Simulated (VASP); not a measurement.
Input of a VASP 6.6.1 run:

File INCAR:

```
SYSTEM = F
ALGO = Normal ; EDIFF = 1E-6
ENCUT = 1350 ; GGA = PE
GGA_COMPAT = .False. ; ISIF = 2
ISMEAR = 0 ; IVDW = 12
LASPH = .True. ; LCHARG = .False.
LREAL = .False. ; LWAVE = .False.
NBANDS = 22 ; NELM = 120
PREC = Accurate ; SIGMA = 0.05
```

The input KPOINTS:

```
k-points
0
Gamma
  8 8 4
  0 0 0
```

File POSCAR:

```
F
1.0
    2.7808297279     -1.8031840881      0.2934691209
    2.7808297279      1.8031840881      0.2934691209
   -0.8391396430      0.0000000000      6.7923032529
F
4
Direct
    0.9138648456      0.5855481450      0.0939279973
    0.4144518550      0.0861351544      0.4060720027
    0.0861351544      0.4144518550      0.9060720027
    0.5855481450      0.9138648456      0.5939279973
```

Potentials or basis: VASP PAW PBE potentials, release 64 (F_h).

Launch:

```bash
$ cat potpaw_PBE.64/F_h/POTCAR > POTCAR
$ mpirun -np 1 vasp_std > vasp.out
```

Q: Predict the dispersion energy per atom.

A: -0.027 eV.

Q: Estimate the largest force.

A: 0.316 eV/Å.

Stress tensor (GPa, compression positive):
```
-0.55  0.00  0.23
 0.00 -0.95  0.00
 0.23  0.00 -2.25
```
